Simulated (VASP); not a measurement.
# Si2Ni (Fm-3m) in VASP: notebook

The runs below take Si2Ni through single point, with PBEsol, PBE.

Program: VASP 6.6.1. These are calculated values, not measurements. Logs are shortened: lines on timing, memory, paths and dates and some standing lists are left out, and cuts for length are marked.

## 1. The cell of the first run

It takes space group Fm-3m (No. 225, cubic). The conventional cell has a = 5.406 Å, b = 5.406 Å, c = 5.406 Å, α = 90.00°, β = 90.00°, γ = 90.00°. Ni (site symmetry m-3m) has 8 Si at 2.34 Å within 3.1 Å. Si (site symmetry -43m) has 4 Ni at 2.34 Å and 6 Si at 2.70 Å within 3.1 Å.

## 2. Single point, PBEsol, collinear spin, ferromagnetic start

Contents of INCAR:

```
SYSTEM = Si2Ni
PREC     = Accurate       ! precision mode
ENCUT    = 690            ! plane-wave cutoff, eV
EDIFF    = 1E-6           ! SCF threshold, eV
ISMEAR   = -1             ! smearing method
SIGMA    = 0.05           ! smearing width, eV
LREAL    = .FALSE.        ! projectors in reciprocal space
LASPH    = .TRUE.         ! aspherical terms in the spheres
NELM     = 200            ! most SCF steps
ALGO     = Normal         ! electronic algorithm
ISIF     = 2              ! what is computed and relaxed
LWAVE    = .FALSE.        ! write WAVECAR
LCHARG   = .TRUE.         ! write CHGCAR
ISPIN    = 2              ! spin polarisation
MAGMOM   = 1.2 0 0        ! initial moments
LORBIT   = 11             ! projections on sites
NUPDOWN  = 1.2            ! fixed moment
LMAXMIX  = 4              ! l up to which the mixer works
GGA      = PS             ! functional
LELF     = .TRUE.         ! ELF
LVHAR    = .TRUE.       
NBANDS   = 24             ! bands
GGA_COMPAT= .FALSE.
```

Contents of KPOINTS:

```
regular mesh
0
G
  7 7 7
  0 0 0
```

Contents of POSCAR:

```
Si2Ni
1.0
    0.0000000000      2.7030000000      2.7030000000
    2.7030000000      0.0000000000      2.7030000000
    2.7030000000      2.7030000000      0.0000000000
Ni Si
1 2
Direct
    0.0000000000      0.0000000000      0.0000000000
    0.7500000000      0.7500000000      0.7500000000
    0.2500000000      0.2500000000      0.2500000000
```

Potentials or basis: VASP PAW PBE potentials, release 64 (Ni_sv_GW, Si).

Run with:

```sh
cat potpaw_PBE.64/Ni_sv_GW/POTCAR potpaw_PBE.64/Si/POTCAR > POTCAR
mpirun -np 1 vasp_std > vasp.out
```

OUTCAR:

```text
SYSTEM = Si2Ni
   PREC = Accurate
   ENCUT = 690
   EDIFF = 1E-6
   ISMEAR = -1
   LREAL = .FALSE.
   LASPH = .TRUE.
   NELM = 200
   ISIF = 2
   ISPIN = 2
   LORBIT = 11
   NUPDOWN = 1.2
   GGA = PS

 ion  position               nearest neighbor table
   1  0.000  0.000  0.000-   2 2.34   2 2.34   3 2.34   3 2.34   2 2.34   2 2.34   3 2.34   3 2.34

   2  0.750  0.750  0.750-   1 2.34   1 2.34   1 2.34   1 2.34   3 2.70   3 2.70   3 2.70   3 2.70
                             3 2.70   3 2.70
   3  0.250  0.250  0.250-   1 2.34   1 2.34   1 2.34   1 2.34   2 2.70   2 2.70   2 2.70   2 2.70
                             2 2.70   2 2.70

  LATTYP: Found a face centered cubic cell.
 ALAT       =     5.4060000000

  Lattice vectors:

 A1 = (   0.0000000000,   2.7030000000,   2.7030000000)
 A2 = (   2.7030000000,   0.0000000000,   2.7030000000)
 A3 = (   2.7030000000,   2.7030000000,   0.0000000000)

Analysis of symmetry for initial positions (statically):
=====================================================================
 Subroutine PRICEL returns:
 Original cell was already a primitive cell.

 Routine SETGRP: Setting up the symmetry group for a
 face centered cubic supercell.

 Subroutine GETGRP returns: Found 48 space group operations
 (whereof 48 operations were pure point group operations)
 out of a pool of 48 trial point group operations.

The static configuration has the point symmetry O_h .

Analysis of symmetry for dynamics (positions and initial velocities):
=====================================================================
 Subroutine PRICEL returns:
 Original cell was already a primitive cell.

 Routine SETGRP: Setting up the symmetry group for a
 face centered cubic supercell.

 Subroutine GETGRP returns: Found 48 space group operations
 (whereof 48 operations were pure point group operations)
 out of a pool of 48 trial point group operations.

The dynamic configuration has the point symmetry O_h .

Analysis of structural, dynamic, and magnetic symmetry:
=====================================================================
 Subroutine PRICEL returns:
 Original cell was already a primitive cell.

 Routine SETGRP: Setting up the symmetry group for a
 face centered cubic supercell.

 Subroutine GETGRP returns: Found 48 space group operations
 (whereof 48 operations were pure point group operations)
 out of a pool of 48 trial point group operations.

The overall configuration has the point symmetry O_h .

 Subroutine INISYM returns: Found 48 space group operations
 (whereof 48 operations are pure point group operations),
 and found     1 'primitive' translations

----------------------------------------------------------------------------------------

                                     Primitive cell

  volume of cell :      39.4974

  direct lattice vectors                    reciprocal lattice vectors
     0.000000000  2.703000000  2.703000000    -0.184979652  0.184979652  0.184979652
     2.703000000  0.000000000  2.703000000     0.184979652 -0.184979652  0.184979652
     2.703000000  2.703000000  0.000000000     0.184979652  0.184979652 -0.184979652

  length of vectors
     3.822619259  3.822619259  3.822619259     0.320394156  0.320394156  0.320394156

  position of ions in fractional coordinates (direct lattice)
     0.000000000  0.000000000  0.000000000
     0.750000000  0.750000000  0.750000000
     0.250000000  0.250000000  0.250000000

  ion indices of the primitive-cell ions
   primitive index   ion index
                 1           1
                 2           2
                 3           3

----------------------------------------------------------------------------------------

 KPOINTS: regular mesh

Automatic generation of k-mesh.
 Grid dimensions read from file:
 generate k-points for:    7    7    7

 Generating k-lattice:

  Cartesian coordinates                     Fractional coordinates (reciprocal lattice)
    -0.026425665  0.026425665  0.026425665     0.142857143  0.000000000  0.000000000
     0.026425665 -0.026425665  0.026425665     0.000000000  0.142857143  0.000000000
     0.026425665  0.026425665 -0.026425665     0.000000000  0.000000000  0.142857143

  Length of vectors
     0.045770594  0.045770594  0.045770594

  Shift w.r.t. Gamma in fractional coordinates (k-lattice)
     0.000000000  0.000000000  0.000000000

 Subroutine IBZKPT returns following result:
 ===========================================

 Found     20 irreducible k-points:

 Following reciprocal coordinates:
            Coordinates               Weight
  0.000000  0.000000  0.000000      1.000000
  0.142857  0.000000  0.000000      8.000000
  0.285714  0.000000  0.000000      8.000000
  0.428571  0.000000  0.000000      8.000000
  0.142857  0.142857  0.000000      6.000000
  0.285714  0.142857  0.000000     24.000000
[... 12 lines left out ...]
 -0.428571  0.428571  0.142857     24.000000
 -0.285714  0.428571  0.142857     24.000000
   k-points           NKPTS =     20   k-points in BZ     NKDIM =     20   number of bands    NBANDS=     24
   number of dos      NEDOS =    301   number of ions     NIONS =      3
   total plane-waves  NPLWV =  46656
   dimension x,y,z NGX =    36 NGY =   36 NGZ =   36
   dimension x,y,z NGXF=    72 NGYF=   72 NGZF=   72
   ions per type =               1   2
   NGX,Y,Z   is equivalent  to a cutoff of  15.66, 15.66, 15.66 a.u.
   NGXF,Y,Z  is equivalent  to a cutoff of  31.31, 31.31, 31.31 a.u.
 SYSTEM =  Si2Ni
   PREC   = accura    normal or accurate (medium, high low for compatibility)
   ISTART =      0    job   : 0-new  1-cont  2-samecut
   ICHARG =      2    charge: 1-file 2-atom 10-const
   ISPIN  =      2    spin polarized calculation?
   LNONCOLLINEAR =      F non collinear calculations
   LSORBIT =      F    spin-orbit coupling
   LASPH  =      T    aspherical Exc in radial PAW
   ENCUT  =  690.0 eV  50.71 Ry    7.12 a.u.   8.19  8.19  8.19*2*pi/ulx,y,z
   NELM   =    200;   NELMIN=  2; NELMDL= -5     # of ELM steps
   EDIFF  = 0.1E-05   stopping-criterion for ELM
   LREAL  =      F    real-space projection
   EDIFFG = 0.1E-04   stopping-criterion for IOM
   NSW    =      0    number of steps for IOM
   IBRION =     -1    ionic relax: 0-MD 1-quasi-New 2-CG
   NFREE  =      0    steps in history (QN), initial steepest desc. (CG)
   ISIF   =      2    stress and relaxation
   ISYM   =      2    0-nonsym 1-usesym 2-fastsym
   POTIM  = 0.5000    time-step for ionic-motion
   TEBEG  =    0.0;   TEEND  =   0.0 temperature during run
   PSTRESS=    0.0 pullay stress
   NELECT =      26.0000    total number of electrons
   NUPDOWN=       1.2000    fix difference up-down
   EMIN   =  10.00;   EMAX   =-10.00  energy-range for DOS
   EFERMI =   0.00;   METHOD = LEGACY
   ISMEAR =    -1;   SIGMA  =   0.05  broadening in eV -4-tet -1-fermi 0-gaus
   EFERMI_NEDOS =   21; number of points for ismear=-14 and -15
   IALGO  =     38    algorithm
   IMIX   =      4    mixing-type and parameters
     AMIX     =   0.40;   BMIX     =  1.00
     AMIX_MAG =   1.60;   BMIX_MAG =  1.00
  volume/ion in A,a.u.               =      13.17        88.85
  Fermi-wavevector in a.u.,A,eV,Ry     =   1.424109  2.691176 27.593792  2.028086
  Thomas-Fermi vector in A             =   2.544635
   LORBIT       =     11    0 simple, 1 ext, 2 COOP (PROOUT), +10 PAW based schemes
   GGA     = PS    functional components
   LHFCALC =     F    Hartree Fock is set to
   AEXX    =    0.0000 exact exchange contribution
   IVDW    =     0    specifies the selected vdW correction
   LEPSILON=     F    determine dielectric tensor
   LRPA    =     F    only Hartree local field effects (RPA)
 spin polarized calculation
  energy-cutoff  :      690.00
  volume of cell :       39.50
 maximum number of plane-waves:      1641
 NGX is ok and might be reduce to    36
   NGX = 17   NGY = 17   NGZ = 17

 number of electron      25.9999993 magnetization       1.2000000

 Free energy of the ion-electron system (eV)
  ---------------------------------------------------
  ext. energy  EPLUGINS =         0.00000000
  ---------------------------------------------------
  free energy    TOTEN  =       -19.20004310 eV

  energy without entropy =      -19.19021211  energy(sigma->0) =      -19.19512760

 E-fermi :   8.4602     XC(G=0): -11.8772

 val. band max:       10.5775851695   @ k =   0.4286   0.2857   0.1429
 cond. band min:       8.5353009788   @ k =  -0.1429   0.1429   0.0000
 fundamental gap:     -2.0422841907
 Fermi energy:        10.6525607923

 spin component 1

 k-point     1 :       0.0000    0.0000    0.0000
  band No.  band energies     occupation
      1     -94.7272      1.00000
      2     -55.2655      1.00000
      3     -55.2655      1.00000
      4     -55.2655      1.00000
      5      -4.1092      1.00000
      6       4.4461      1.00000
[... 16 lines left out ...]
     23      18.6966      0.00000
     24      22.5188      0.00000
[... 489 lines left out ...]
      1     -94.7271      1.00000
      2     -55.2664      1.00000
      3     -55.2662      1.00000
      4     -55.2659      1.00000
      5       0.5926      1.00000
      6       0.6733      1.00000
[... 16 lines left out ...]
     23      23.1381      0.00000
     24      26.2312      0.00000
 Fermi energy:         8.4601512231

 spin component 2

 k-point     1 :       0.0000    0.0000    0.0000
  band No.  band energies     occupation
      1     -94.1392      1.00000
      2     -54.6947      1.00000
      3     -54.6947      1.00000
      4     -54.6947      1.00000
      5      -3.7719      1.00000
      6       4.8975      1.00000
[... 16 lines left out ...]
     23      19.0387      0.00000
     24      22.8488      0.00000
[... 490 lines left out ...]
      2     -54.6956      1.00000
      3     -54.6955      1.00000
      4     -54.6951      1.00000
      5       0.9491      1.00000
      6       1.0374      1.00000
[... 16 lines left out ...]
     23      23.5157      0.00000
     24      26.5849      0.00000

------------------------ aborting loop because EDIFF is reached ----------------------------------------

  FORCE on cell =-STRESS in cart. coord.  units (eV):
  Direction    XX          YY          ZZ          XY          YZ          ZX
  --------------------------------------------------------------------------------------
  -------------------------------------------------------------------------------------
  Total        0.8745877      0.8745877      0.8745877     -0.0000000     -0.0000000     -0.0000000
  in kB       35.4769104     35.4769104     35.4769104     -0.0000000     -0.0000000     -0.0000000
  external PRESSURE =      35.4769104 kB  Pullay stress =       0.0000000 kB

 VOLUME and BASIS-vectors are now :
 -----------------------------------------------------------------------------
  energy-cutoff  :      690.00
  volume of cell :       39.50
      direct lattice vectors                 reciprocal lattice vectors
     0.000000000  2.703000000  2.703000000    -0.184979652  0.184979652  0.184979652
     2.703000000  0.000000000  2.703000000     0.184979652 -0.184979652  0.184979652
     2.703000000  2.703000000  0.000000000     0.184979652  0.184979652 -0.184979652

 POSITION                                       TOTAL-FORCE (eV/Angst)
 -----------------------------------------------------------------------------------
      0.00000      0.00000      0.00000         0.000000     -0.000000     -0.000000
      4.05450      4.05450      4.05450        -0.000000     -0.000000     -0.000000
      1.35150      1.35150      1.35150         0.000000      0.000000      0.000000
 -----------------------------------------------------------------------------------
    total drift:                               -0.000000      0.000000      0.000000

  FREE ENERGIE OF THE ION-ELECTRON SYSTEM (eV)
  ---------------------------------------------------
  free  energy   TOTEN  =       -19.2000430966 eV

  energy  without entropy=      -19.1902121110  energy(sigma->0) =      -19.19512760

 total charge

# of ion       s       p       d       f       tot
--------------------------------------------------
    1        2.272   6.465   7.858   0.004  16.598
    2        0.762   0.834   0.000   0.000   1.596
    3        0.762   0.834   0.000   0.000   1.596
--------------------------------------------------
tot          3.797   8.132   7.858   0.004  19.790

 magnetization (x)

# of ion       s       p       d       f       tot
--------------------------------------------------
    1        0.004   0.061   0.451   0.001   0.518
    2        0.072   0.079   0.000   0.000   0.151
    3        0.072   0.079   0.000   0.000   0.151
--------------------------------------------------
tot          0.149   0.219   0.451   0.001   0.820
```

It took 1.8 min on 1 thread of Intel Xeon Platinum 8259CL at 2.50GHz (Skylake/Cascade Lake), shared host; peak memory 0.27 GiB.

What came out:

| Item | Value |
| --- | --- |
| Free energy | -19.2000 eV |
| Pressure | 3.5 GPa |
| Net moment | 1.20 μB per cell |
| Site moments | Ni +0.52; Si +0.15 μB |
| Valence electrons inside the program's atomic spheres | Ni 16.60; Si 1.60 |

Caveat: the cell stands under pressure; the PAW data sets were made with another functional, which shifts forces and pressure a little; the total moment is fixed, so each spin has its own Fermi level and the state may be an excited one.

(Continued in part 2 of 2.)
